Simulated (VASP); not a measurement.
# BN (F-43m) in VASP: single point with PBEsol

Aim: the single point of BN with PBEsol.

Program: VASP 6.6.1. These are calculated values, not measurements. Logs are shortened: lines on timing, memory, paths and dates and some standing lists are left out, and cuts for length are marked.

## Step 1: The cell of the first run

The structure is cubic, space group F-43m (No. 216). The conventional cell has a = 3.605 Å, b = 3.605 Å, c = 3.605 Å, α = 90.00°, β = 90.00°, γ = 90.00°. B (site symmetry -43m) has 4 N at 1.56 Å within 2.1 Å. N (site symmetry -43m) has 4 B at 1.56 Å within 2.1 Å.

## Step 2: Single point, PBEsol, non-collinear spin, zero start, spin-orbit coupling

Input file INCAR:

```
PREC = Accurate ; ENCUT = 600
EDIFF = 1E-6 ; ISMEAR = 0
SIGMA = 0.01 ; LREAL = F
LASPH = T ; NELM = 200
ALGO = Normal ; ISIF = 2
LWAVE = F ; LCHARG = T
LNONCOLLINEAR = T ; MAGMOM = 0 0 0 0 0 0
LORBIT = 11 ; LSORBIT = T
GGA_COMPAT = F ; LORBMOM = T
GGA = PS ; LVHAR = T
NBANDS = 20
```

Input file KPOINTS:

```
regular mesh
0
Gamma
  10 10 10
```

Input file POSCAR:

```
BN
1.0
    0.0000000000      1.8025484886      1.8025484886
    1.8025484886      0.0000000000      1.8025484886
    1.8025484886      1.8025484886      0.0000000000
B N
1 1
Direct
    0.0000000000      0.0000000000      0.0000000000
    0.2500000000      0.2500000000      0.2500000000
```

Potentials or basis: VASP PAW PBE potentials, release 64 (B, N).

On the command line:

```
$ cat potpaw_PBE.64/B/POTCAR potpaw_PBE.64/N/POTCAR > POTCAR
$ mpirun -np 1 vasp_ncl > vasp.out
```

OUTCAR:

```text
PREC = Accurate
   ENCUT = 600
   EDIFF = 1E-6
   ISMEAR = 0
   LREAL = F
   LASPH = T
   NELM = 200
   ISIF = 2
   LNONCOLLINEAR = T
   LORBIT = 11
   LSORBIT = T
   GGA = PS

 ion  position               nearest neighbor table
   1  0.000  0.000  0.000-   2 1.56   2 1.56   2 1.56   2 1.56
   2  0.250  0.250  0.250-   1 1.56   1 1.56   1 1.56   1 1.56

  LATTYP: Found a face centered cubic cell.
 ALAT       =     3.6050969772

  Lattice vectors:

 A1 = (   0.0000000000,   1.8025484886,   1.8025484886)
 A2 = (   1.8025484886,   0.0000000000,   1.8025484886)
 A3 = (   1.8025484886,   1.8025484886,   0.0000000000)

Analysis of symmetry for initial positions (statically):
=====================================================================
 Subroutine PRICEL returns:
 Original cell was already a primitive cell.

 Routine SETGRP: Setting up the symmetry group for a
 face centered cubic supercell.

 Subroutine GETGRP returns: Found 24 space group operations
 (whereof 24 operations were pure point group operations)
 out of a pool of 48 trial point group operations.

The static configuration has the point symmetry T_d .

Analysis of symmetry for dynamics (positions and initial velocities):
=====================================================================
 Subroutine PRICEL returns:
 Original cell was already a primitive cell.

 Routine SETGRP: Setting up the symmetry group for a
 face centered cubic supercell.

 Subroutine GETGRP returns: Found 24 space group operations
 (whereof 24 operations were pure point group operations)
 out of a pool of 48 trial point group operations.

The dynamic configuration has the point symmetry T_d .

Analysis of structural, dynamic, and magnetic symmetry:
=====================================================================
 Subroutine PRICEL returns:
 Original cell was already a primitive cell.

 Routine SETGRP: Setting up the symmetry group for a
 face centered cubic supercell.

 Subroutine GETGRP returns: Found 24 space group operations
 (whereof 24 operations were pure point group operations)
 out of a pool of 48 trial point group operations.

The overall configuration has the point symmetry T_d .

 Subroutine INISYM returns: Found 24 space group operations
 (whereof 24 operations are pure point group operations),
 and found     1 'primitive' translations

----------------------------------------------------------------------------------------
[... 726 lines left out ...]
      0.00000      0.00000      0.00000         0.000000      0.000000     -0.000000
      0.90127      0.90127      0.90127        -0.000000     -0.000000      0.000000
 -----------------------------------------------------------------------------------
    total drift:                                0.000000      0.000000      0.000000

  FREE ENERGIE OF THE ION-ELECTRON SYSTEM (eV)
  ---------------------------------------------------
  free  energy   TOTEN  =       -18.3506503983 eV

  energy  without entropy=      -18.3506503983  energy(sigma->0) =      -18.35065040

 orbital moment (x)

 # of ion     p       tot
 --------------------------------
  1        -0.000  -0.000
  2         0.000   0.000
 --------------------------------
           -0.000  -0.000

 orbital moment (y)

 # of ion     p       tot
 --------------------------------
  1         0.000   0.000
  2        -0.000  -0.000
 --------------------------------
            0.000   0.000

 orbital moment (z)

 # of ion     p       tot
 --------------------------------
  1         0.000   0.000
  2         0.000   0.000
 --------------------------------
            0.000   0.000

 Spin-Orbit-Coupling matrix elements

 Ion:    1  E_soc:     -0.0000028
 l=   1
     0.0000000    -0.0000005    -0.0000005
    -0.0000005     0.0000000    -0.0000005
    -0.0000005    -0.0000005     0.0000000
 l=   2
     0.0000000     0.0000000     0.0000000     0.0000000     0.0000000
     0.0000000     0.0000000     0.0000000     0.0000000     0.0000000
     0.0000000     0.0000000     0.0000000     0.0000000     0.0000000
     0.0000000     0.0000000     0.0000000     0.0000000     0.0000000
     0.0000000     0.0000000     0.0000000     0.0000000     0.0000000
 l=   3
     0.0000000     0.0000000     0.0000000     0.0000000     0.0000000     0.0000000     0.0000000
     0.0000000     0.0000000     0.0000000     0.0000000     0.0000000     0.0000000     0.0000000
     0.0000000     0.0000000     0.0000000     0.0000000     0.0000000     0.0000000     0.0000000
     0.0000000     0.0000000     0.0000000     0.0000000     0.0000000     0.0000000     0.0000000
     0.0000000     0.0000000     0.0000000     0.0000000     0.0000000     0.0000000     0.0000000
     0.0000000     0.0000000     0.0000000     0.0000000     0.0000000     0.0000000     0.0000000
     0.0000000     0.0000000     0.0000000     0.0000000     0.0000000     0.0000000     0.0000000

 Ion:    2  E_soc:     -0.0000465
 l=   1
     0.0000000    -0.0000078    -0.0000078
    -0.0000078     0.0000000    -0.0000078
    -0.0000078    -0.0000078     0.0000000
 l=   2
     0.0000000     0.0000000     0.0000000     0.0000000     0.0000000
     0.0000000     0.0000000     0.0000000     0.0000000     0.0000000
     0.0000000     0.0000000     0.0000000     0.0000000     0.0000000
     0.0000000     0.0000000     0.0000000     0.0000000     0.0000000
     0.0000000     0.0000000     0.0000000     0.0000000     0.0000000
 l=   3
     0.0000000     0.0000000     0.0000000     0.0000000     0.0000000     0.0000000     0.0000000
     0.0000000     0.0000000     0.0000000     0.0000000     0.0000000     0.0000000     0.0000000
     0.0000000     0.0000000     0.0000000     0.0000000     0.0000000     0.0000000     0.0000000
     0.0000000     0.0000000     0.0000000     0.0000000     0.0000000     0.0000000     0.0000000
     0.0000000     0.0000000     0.0000000     0.0000000     0.0000000     0.0000000     0.0000000
     0.0000000     0.0000000     0.0000000     0.0000000     0.0000000     0.0000000     0.0000000
     0.0000000     0.0000000     0.0000000     0.0000000     0.0000000     0.0000000     0.0000000

 total charge

# of ion       s       p       d       tot
------------------------------------------
    1        0.678   1.372   0.000   2.050
    2        1.205   2.752   0.000   3.957
--------------------------------------------------
tot          1.883   4.124   0.000   6.007

 magnetization (x)

# of ion       s       p       d       tot
------------------------------------------
    1        0.000   0.000   0.000   0.000
    2       -0.000   0.000   0.000   0.000
--------------------------------------------------
tot         -0.000   0.000   0.000   0.000

 magnetization (y)

# of ion       s       p       d       tot
------------------------------------------
    1        0.000   0.000   0.000   0.000
    2       -0.000  -0.000   0.000  -0.000
--------------------------------------------------
tot         -0.000  -0.000   0.000  -0.000

 magnetization (z)

# of ion       s       p       d       tot
------------------------------------------
    1       -0.000   0.000   0.000   0.000
    2       -0.000  -0.000   0.000  -0.000
--------------------------------------------------
tot         -0.000   0.000   0.000   0.000
```

OSZICAR:

```text
N       E                     dE             d eps       ncg     rms          rms(c)
DAV:   1     0.234591761464E+02    0.23459E+02   -0.45146E+03  2920   0.894E+02
DAV:   2    -0.180464985447E+02   -0.41506E+02   -0.38813E+02  3784   0.236E+02
DAV:   3    -0.193063153762E+02   -0.12598E+01   -0.12504E+01  3564   0.346E+01
DAV:   4    -0.193091499378E+02   -0.28346E-02   -0.28342E-02  3296   0.174E+00
DAV:   5    -0.193091533739E+02   -0.34361E-05   -0.34361E-05  3368   0.636E-02    0.658E+00
DAV:   6    -0.184531118715E+02    0.85604E+00   -0.67652E-01  3616   0.109E+01    0.320E+00
DAV:   7    -0.183710934416E+02    0.82018E-01   -0.13009E-01  3336   0.361E+00    0.189E+00
DAV:   8    -0.183508277698E+02    0.20266E-01   -0.18240E-02  3320   0.136E+00    0.180E-01
DAV:   9    -0.183506270366E+02    0.20073E-03   -0.62046E-04  3244   0.395E-01    0.951E-02
DAV:  10    -0.183506496710E+02   -0.22634E-04   -0.76825E-05  3292   0.115E-01    0.156E-02
DAV:  11    -0.183506503983E+02   -0.72731E-06   -0.49481E-06  3428   0.252E-02
   1 F= -.18350650E+02 E0= -.18350650E+02  d E =-.239421-170  mag=     0.0000     0.0000     0.0000
```

Run time: 26 s. Hardware: 1 thread of AMD EPYC 7R13 (Zen 3), shared host; peak memory 0.14 GiB.

What came out:

```yaml
Free_energy: -18.3507 eV
Pressure: 0.6 GPa
Net_moment: 0.00 μB per cell
Valence_electrons_inside_the_program's_atomic_spheres: B 2.05; N 3.96
```

Moments on the atoms (μB; x, y, z):
```
B   0.00 0.00 0.00
N   0.00 0.00 0.00
```

Caveat: the PAW data sets were made with another functional, which shifts forces and pressure a little.
